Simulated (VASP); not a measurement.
# Ir (Fm-3m) in VASP: notebook

The runs below take Ir through single point, with LDA.

All numbers are computed with VASP 6.6.1; they aren't measurements. Logs are shortened: lines on timing, memory, paths and dates and some standing lists are left out, and cuts for length are marked.

## (1) The cell of the first run

Symmetry: Fm-3m, No. 225, cubic system. The conventional cell has a = 3.285 Å, b = 3.285 Å, c = 3.285 Å, α = 90.00°, β = 90.00°, γ = 90.00°. Ir (site symmetry m-3m) has 12 Ir at 2.32 Å within 3.1 Å.

## (2) Single point, LDA (volume scaled by 0.64)

INCAR

```
ALGO = Normal ; EDIFF = 1E-6
ENCUT = 520 ; GGA = CA
ISIF = 2 ; ISMEAR = -1
LASPH = True ; LCHARG = False
LREAL = False ; LWAVE = False
NBANDS = 10 ; NELM = 60
PREC = Accurate ; SIGMA = 0.08
```

KPOINTS

```
k-points
0
Gamma
  19 19 19
```

POSCAR

```
Ir
1.0
    0.0000000000      1.6424861440      1.6424861440
    1.6424861440      0.0000000000      1.6424861440
    1.6424861440      1.6424861440      0.0000000000
Ir
1
Direct
    0.0000000000      0.0000000000      0.0000000000
```

Potentials or basis: VASP PAW LDA potentials, release 64 (Ir).

On the command line:

```
$ cat potpaw_LDA.64/Ir/POTCAR > POTCAR
$ mpirun -np 1 vasp_std > vasp.out
```

OUTCAR:

```text
EDIFF = 1E-6
   ENCUT = 520
   GGA = CA
   ISIF = 2
   ISMEAR = -1
   LASPH = True
   LREAL = False
   NELM = 60
   PREC = Accurate

 ion  position               nearest neighbor table
   1  0.000  0.000  0.000-

  LATTYP: Found a face centered cubic cell.
 ALAT       =     3.2849722880

  Lattice vectors:

 A1 = (   0.0000000000,   1.6424861440,   1.6424861440)
 A2 = (   1.6424861440,   0.0000000000,   1.6424861440)
 A3 = (   1.6424861440,   1.6424861440,   0.0000000000)

Analysis of symmetry for initial positions (statically):
=====================================================================
 Subroutine PRICEL returns:
 Original cell was already a primitive cell.

 Routine SETGRP: Setting up the symmetry group for a
 face centered cubic supercell.

 Subroutine GETGRP returns: Found 48 space group operations
[... 9 lines left out ...]

 Routine SETGRP: Setting up the symmetry group for a
 face centered cubic supercell.

 Subroutine GETGRP returns: Found 48 space group operations
[... 11 lines left out ...]
                                     Primitive cell

  volume of cell :       8.8621

  direct lattice vectors                    reciprocal lattice vectors
     0.000000000  1.642486144  1.642486144    -0.304416571  0.304416571  0.304416571
     1.642486144  0.000000000  1.642486144     0.304416571 -0.304416571  0.304416571
     1.642486144  1.642486144  0.000000000     0.304416571  0.304416571 -0.304416571

  length of vectors
     2.322826181  2.322826181  2.322826181     0.527264968  0.527264968  0.527264968

  position of ions in fractional coordinates (direct lattice)
     0.000000000  0.000000000  0.000000000

  ion indices of the primitive-cell ions
   primitive index   ion index
                 1           1

----------------------------------------------------------------------------------------

 KPOINTS: k-points

Automatic generation of k-mesh.
 Grid dimensions read from file:
 generate k-points for:   19   19   19

 Generating k-lattice:

  Cartesian coordinates                     Fractional coordinates (reciprocal lattice)
    -0.016021925  0.016021925  0.016021925     0.052631579  0.000000000  0.000000000
     0.016021925 -0.016021925  0.016021925     0.000000000  0.052631579  0.000000000
     0.016021925  0.016021925 -0.016021925     0.000000000  0.000000000  0.052631579

  Length of vectors
     0.027750788  0.027750788  0.027750788

  Shift w.r.t. Gamma in fractional coordinates (k-lattice)
     0.000000000  0.000000000  0.000000000

 Subroutine IBZKPT returns following result:
 ===========================================

 Found    220 irreducible k-points:

 Following reciprocal coordinates:
            Coordinates               Weight
  0.000000  0.000000  0.000000      1.000000
  0.052632  0.000000  0.000000      8.000000
  0.105263  0.000000  0.000000      8.000000
  0.157895  0.000000  0.000000      8.000000
  0.210526  0.000000  0.000000      8.000000
  0.263158  0.000000  0.000000      8.000000
[... 16 lines left out ...]
 -0.315789  0.052632  0.000000     24.000000
 -0.263158  0.052632  0.000000     24.000000
 [... further k-points ...]
   k-points           NKPTS =    220   k-points in BZ     NKDIM =    220   number of bands    NBANDS=     10
   number of dos      NEDOS =    301   number of ions     NIONS =      1
   total plane-waves  NPLWV =   5832
   dimension x,y,z NGX =    18 NGY =   18 NGZ =   18
   dimension x,y,z NGXF=    36 NGYF=   36 NGZF=   36
   ions per type =               1
   NGX,Y,Z   is equivalent  to a cutoff of  12.88, 12.88, 12.88 a.u.
   NGXF,Y,Z  is equivalent  to a cutoff of  25.77, 25.77, 25.77 a.u.
 SYSTEM =  unknown system
   PREC   = accura    normal or accurate (medium, high low for compatibility)
   ISTART =      0    job   : 0-new  1-cont  2-samecut
   ICHARG =      2    charge: 1-file 2-atom 10-const
   ISPIN  =      1    spin polarized calculation?
   LNONCOLLINEAR =      F non collinear calculations
   LSORBIT =      F    spin-orbit coupling
   LASPH  =      T    aspherical Exc in radial PAW
   ENCUT  =  520.0 eV  38.22 Ry    6.18 a.u.   4.32  4.32  4.32*2*pi/ulx,y,z
   NELM   =     60;   NELMIN=  2; NELMDL= -5     # of ELM steps
   EDIFF  = 0.1E-05   stopping-criterion for ELM
   LREAL  =      F    real-space projection
   EDIFFG = 0.1E-04   stopping-criterion for IOM
   NSW    =      0    number of steps for IOM
   IBRION =     -1    ionic relax: 0-MD 1-quasi-New 2-CG
   NFREE  =      0    steps in history (QN), initial steepest desc. (CG)
   ISIF   =      2    stress and relaxation
   ISYM   =      2    0-nonsym 1-usesym 2-fastsym
   POTIM  = 0.5000    time-step for ionic-motion
   TEBEG  =    0.0;   TEEND  =   0.0 temperature during run
   PSTRESS=    0.0 pullay stress
   NELECT =       9.0000    total number of electrons
   NUPDOWN=      -1.0000    fix difference up-down
   EMIN   =  10.00;   EMAX   =-10.00  energy-range for DOS
   EFERMI =   0.00;   METHOD = LEGACY
   ISMEAR =    -1;   SIGMA  =   0.08  broadening in eV -4-tet -1-fermi 0-gaus
   EFERMI_NEDOS =   21; number of points for ismear=-14 and -15
   IALGO  =     38    algorithm
   IMIX   =      4    mixing-type and parameters
     AMIX     =   0.40;   BMIX     =  1.00
     AMIX_MAG =   1.60;   BMIX_MAG =  1.00
  volume/ion in A,a.u.               =       8.86        59.80
  Fermi-wavevector in a.u.,A,eV,Ry     =   1.645548  3.109635 36.842251  2.707829
  Thomas-Fermi vector in A             =   2.735327
   LORBIT       =      0    0 simple, 1 ext, 2 COOP (PROOUT), +10 PAW based schemes
   GGA     = CA    functional components
   LHFCALC =     F    Hartree Fock is set to
   AEXX    =    0.0000 exact exchange contribution
   IVDW    =     0    specifies the selected vdW correction
   LEPSILON=     F    determine dielectric tensor
   LRPA    =     F    only Hartree local field effects (RPA)
 non-spin polarized calculation
  energy-cutoff  :      520.00
  volume of cell :        8.86
 maximum number of plane-waves:       259
 NGX is ok and might be reduce to    18

 number of electron       9.0000001 magnetization

 Free energy of the ion-electron system (eV)
  ---------------------------------------------------
  ext. energy  EPLUGINS =         0.00000000
  ---------------------------------------------------
  free energy    TOTEN  =        -4.70764403 eV

  energy without entropy =       -4.69707478  energy(sigma->0) =       -4.70235941

 E-fermi :  20.7205     XC(G=0): -16.9662

 val. band max:       20.7123444130   @ k =  -0.4211   0.4737   0.1053
 cond. band min:      20.7894835826   @ k =  -0.1579   0.1579   0.0526
 fundamental gap:      0.0771391696
 Fermi energy:        20.7205429111

 k-point     1 :       0.0000    0.0000    0.0000
  band No.  band energies     occupation
      1       4.1081      2.00000
      2      12.8291      2.00000
      3      12.8291      2.00000
      4      12.8291      2.00000
      5      18.3789      2.00000
      6      18.3789      2.00000
      7      32.7863      0.00000
      8      41.5936      0.00000
      9      41.5936      0.00000
     10      41.5936      0.00000

 k-point     2 :       0.0526    0.0000    0.0000
  band No.  band energies     occupation
      1       4.3277      2.00000
      2      12.6888      2.00000
      3      12.9327      2.00000
      4      12.9327      2.00000
      5      18.2780      2.00000
      6      18.2780      2.00000
      7      33.2062      0.00000
      8      40.6845      0.00000
      9      41.9870      0.00000
     10      41.9870      0.00000

 k-point     3 :       0.1053    0.0000    0.0000
  band No.  band energies     occupation
      1       4.9424      2.00000
      2      12.3513      2.00000
      3      13.2081      2.00000
      4      13.2081      2.00000
      5      18.0419      2.00000
      6      18.0419      2.00000
      7      34.3433      0.00000
      8      39.0343      0.00000
      9      43.1258      0.00000
     10      43.1258      0.00000

 k-point     4 :       0.1579    0.0000    0.0000
  band No.  band energies     occupation
      1       5.7976      2.00000
      2      12.0526      2.00000
      3      13.5333      2.00000
      4      13.5333      2.00000
      5      17.8659      2.00000
      6      17.8659      2.00000
      7      35.4674      0.00000
      8      38.0277      0.00000
      9      44.9043      0.00000
     10      44.9043      0.00000

 k-point     5 :       0.2105    0.0000    0.0000
  band No.  band energies     occupation
      1       6.5735      2.00000
      2      12.1718      2.00000
      3      13.6990      2.00000
      4      13.6990      2.00000
      5      18.0310      2.00000
      6      18.0310      2.00000
      7      34.8099      0.00000
      8      39.3956      0.00000
      9      47.1837      0.00000
     10      47.1837      0.00000

 k-point     6 :       0.2632    0.0000    0.0000
  band No.  band energies     occupation
      1       6.9099      2.00000
      2      13.0746      2.00000
      3      13.5769      2.00000
      4      13.5769      2.00000
      5      18.7029      2.00000
      6      18.7029      2.00000
      7      33.6412      0.00000
      8      41.3960      0.00000
      9      49.7407      0.00000
     10      49.7492      0.00000
[... 183 lines left out ...]
 k-point    21 :      -0.4211    0.0526    0.0000
  band No.  band energies     occupation
      1       6.4852      2.00000
      2      12.4233      2.00000
      3      12.7296      2.00000
      4      18.1669      2.00000
      5      21.8900      0.00000
      6      23.4582      0.00000
      7      32.4943      0.00000
      8      36.2535      0.00000
      9      44.6462      0.00000
     10      45.6691      0.00000

 k-point    22 :      -0.3684    0.0526    0.0000
  band No.  band energies     occupation
      1       6.6902      2.00000
      2      12.6915      2.00000
      3      12.9345      2.00000
      4      16.6916      2.00000
      5      20.7036      1.10534
      6      22.5794      0.00000
      7      32.4108      0.00000
      8      38.8128      0.00000
      9      46.0072      0.00000
     10      47.7480      0.00000

 k-point    23 :      -0.3158    0.0526    0.0000
  band No.  band energies     occupation
      1       6.9501      2.00000
      2      13.0413      2.00000
      3      13.2500      2.00000
      4      14.9005      2.00000
      5      19.3850      2.00000
      6      21.3699      0.00060
      7      32.8603      0.00000
      8      41.2828      0.00000
      9      47.6577      0.00000
     10      49.9458      0.00000

 k-point    24 :      -0.2632    0.0526    0.0000
  band No.  band energies     occupation
      1       7.1242      2.00000
      2      13.0497      2.00000
      3      13.5996      2.00000
      4      13.5997      2.00000
      5      18.1877      2.00000
      6      20.1343      1.99869
      7      33.7029      0.00000
      8      41.9109      0.00000
      9      48.4202      0.00000
     10      49.3888      0.00000

 [... further k-points ...]

------------------------ aborting loop because EDIFF is reached ----------------------------------------

  FORCE on cell =-STRESS in cart. coord.  units (eV):
  Direction    XX          YY          ZZ          XY          YZ          ZX
  --------------------------------------------------------------------------------------
  -------------------------------------------------------------------------------------
  Total       30.0814291     30.0814291     30.0814291      0.0000000     -0.0000000      0.0000000
  in kB     5438.4345612   5438.4345612   5438.4345612      0.0000000     -0.0000000      0.0000000
  external PRESSURE =    5438.4345612 kB  Pullay stress =       0.0000000 kB

 VOLUME and BASIS-vectors are now :
 -----------------------------------------------------------------------------
  energy-cutoff  :      520.00
  volume of cell :        8.86
      direct lattice vectors                 reciprocal lattice vectors
     0.000000000  1.642486144  1.642486144    -0.304416571  0.304416571  0.304416571
     1.642486144  0.000000000  1.642486144     0.304416571 -0.304416571  0.304416571
     1.642486144  1.642486144  0.000000000     0.304416571  0.304416571 -0.304416571

 POSITION                                       TOTAL-FORCE (eV/Angst)
 -----------------------------------------------------------------------------------
      0.00000      0.00000      0.00000         0.000000      0.000000     -0.000000
 -----------------------------------------------------------------------------------
    total drift:                               -0.000000      0.000000      0.000000

  FREE ENERGIE OF THE ION-ELECTRON SYSTEM (eV)
  ---------------------------------------------------
  free  energy   TOTEN  =        -4.7076440278 eV

  energy  without entropy=       -4.6970747823  energy(sigma->0) =       -4.70235941
```

Run time: 8.8 s. Hardware: 1 thread of Intel Xeon 6975P-C (Granite Rapids), shared host; peak memory 0.13 GiB.

Results:

* Free energy: -4.7076 eV
* Pressure: 543.8 GPa

Caveat: spin-orbit coupling is left out, which moves the levels of the heavy elements.

## (3) Single point, LDA (volume scaled by 0.72)

INCAR

```
PREC     = Accurate       # precision mode
ENCUT    = 520            # plane-wave cutoff, eV
EDIFF    = 1E-7           # SCF threshold, eV
ISMEAR   = -1             # smearing method
SIGMA    = 0.08           # smearing width, eV
LREAL    = False          # projectors in reciprocal space
LASPH    = True           # aspherical terms in the spheres
NELM     = 80             # most SCF steps
ALGO     = Normal         # electronic algorithm
ISIF     = 2              # what is computed and relaxed
LWAVE    = False          # write WAVECAR
LCHARG   = True           # write CHGCAR
LELF     = True           # ELF
LVHAR    = True         
NBANDS   = 10             # bands
```

KPOINTS

```
Automatic mesh
0
Gamma
  19 19 19
```

POSCAR

```
Ir
1.0
    0.0000000000      1.7082544289      1.7082544289
    1.7082544289      0.0000000000      1.7082544289
    1.7082544289      1.7082544289      0.0000000000
Ir
1
Direct
    0.0000000000      0.0000000000      0.0000000000
```

Potentials or basis: VASP PAW LDA potentials, release 64 (Ir).

On the command line:

```
$ cat potpaw_LDA.64/Ir/POTCAR > POTCAR
$ mpirun -np 1 vasp_std > vasp.out
```

It took 8.7 s on 1 thread of Intel Xeon 6975P-C (Granite Rapids), shared host; peak memory 0.13 GiB.

Results (log left out):

| Property | Result |
| --- | --- |
| Free energy | -7.5782 eV |
| Pressure | 306.5 GPa |

Levels at points of the mesh, in eV from the Fermi level:
```
           k point  band 2  band 3  band 4  band 5  band 6  band 7
(0.00, 0.00, 0.00)   -6.62   -6.62   -6.62   -1.96   -1.96   12.92
```

Caveat: spin-orbit coupling is left out, which moves the levels of the heavy elements.

## (4) Single point, LDA (volume scaled by 0.72)

INCAR

```
ALGO = Normal ; EDIFF = 1E-7
ENCUT = 520 ; GGA = CA
ISIF = 2 ; ISMEAR = -1
LASPH = T ; LCHARG = F
LREAL = F ; LWAVE = F
NBANDS = 10 ; NELM = 60
PREC = Accurate ; SIGMA = 0.08
```

KPOINTS

```
k-points
0
Gamma
  19 19 19
```

POSCAR is that of step 3.

Potentials or basis: VASP PAW LDA potentials, release 64 (Ir).

On the command line:

```
$ cat potpaw_LDA.64/Ir/POTCAR > POTCAR
$ mpirun -np 1 vasp_std > vasp.out
```

OUTCAR:

```text
EDIFF = 1E-7
   ENCUT = 520
   GGA = CA
   ISIF = 2
   ISMEAR = -1
   LASPH = T
   LREAL = F
   NELM = 60
   PREC = Accurate

 ion  position               nearest neighbor table
   1  0.000  0.000  0.000-

  LATTYP: Found a face centered cubic cell.
 ALAT       =     3.4165088578

  Lattice vectors:

 A1 = (   0.0000000000,   1.7082544289,   1.7082544289)
 A2 = (   1.7082544289,   0.0000000000,   1.7082544289)
 A3 = (   1.7082544289,   1.7082544289,   0.0000000000)

Analysis of symmetry for initial positions (statically):
=====================================================================
 Subroutine PRICEL returns:
 Original cell was already a primitive cell.

 Routine SETGRP: Setting up the symmetry group for a
 face centered cubic supercell.

 Subroutine GETGRP returns: Found 48 space group operations
[... 9 lines left out ...]

 Routine SETGRP: Setting up the symmetry group for a
 face centered cubic supercell.

 Subroutine GETGRP returns: Found 48 space group operations
[... 11 lines left out ...]
                                     Primitive cell

  volume of cell :       9.9698

  direct lattice vectors                    reciprocal lattice vectors
[... 138 lines left out ...]
 Fermi energy:        17.6539512769

 k-point     1 :       0.0000    0.0000    0.0000
  band No.  band energies     occupation
      1       2.4748      2.00000
      2      11.0294      2.00000
      3      11.0294      2.00000
      4      11.0294      2.00000
      5      15.6969      2.00000
      6      15.6969      2.00000
      7      30.5720      0.00000
      8      38.4544      0.00000
      9      38.4544      0.00000
     10      38.4544      0.00000
[... 287 lines left out ...]
 k-point    24 :      -0.2632    0.0526    0.0000
  band No.  band energies     occupation
      1       5.5418      2.00000
      2      10.8860      2.00000
      3      11.6161      2.00000
      4      11.7152      2.00000
      5      15.6043      2.00000
      6      17.1910      1.99389
      7      31.1234      0.00000
      8      37.5005      0.00000
      9      44.2100      0.00000
     10      44.9419      0.00000

 [... further k-points ...]

------------------------ aborting loop because EDIFF is reached ----------------------------------------

  FORCE on cell =-STRESS in cart. coord.  units (eV):
  Direction    XX          YY          ZZ          XY          YZ          ZX
  --------------------------------------------------------------------------------------
  -------------------------------------------------------------------------------------
  Total       19.0748675     19.0748675     19.0748675     -0.0000000      0.0000000      0.0000000
  in kB     3065.3809208   3065.3809208   3065.3809208     -0.0000000      0.0000000      0.0000000
  external PRESSURE =    3065.3809208 kB  Pullay stress =       0.0000000 kB

 VOLUME and BASIS-vectors are now :
 -----------------------------------------------------------------------------
  energy-cutoff  :      520.00
  volume of cell :        9.97
      direct lattice vectors                 reciprocal lattice vectors
     0.000000000  1.708254429  1.708254429    -0.292696446  0.292696446  0.292696446
     1.708254429  0.000000000  1.708254429     0.292696446 -0.292696446  0.292696446
     1.708254429  1.708254429  0.000000000     0.292696446  0.292696446 -0.292696446

 POSITION                                       TOTAL-FORCE (eV/Angst)
 -----------------------------------------------------------------------------------
      0.00000      0.00000      0.00000         0.000000      0.000000     -0.000000
 -----------------------------------------------------------------------------------
    total drift:                                0.000000     -0.000000     -0.000000

  FREE ENERGIE OF THE ION-ELECTRON SYSTEM (eV)
  ---------------------------------------------------
  free  energy   TOTEN  =        -7.5782149884 eV

  energy  without entropy=       -7.5644954909  energy(sigma->0) =       -7.57135524
```

It took 9.5 s on 1 thread of Intel Xeon 6975P-C (Granite Rapids), shared host; peak memory 0.13 GiB.

What came out:

| Quantity | Value |
| --- | --- |
| Free energy | -7.5782 eV |
| Pressure | 306.5 GPa |

Caveat: spin-orbit coupling is left out, which moves the levels of the heavy elements.

(Continued in part 2 of 2.)
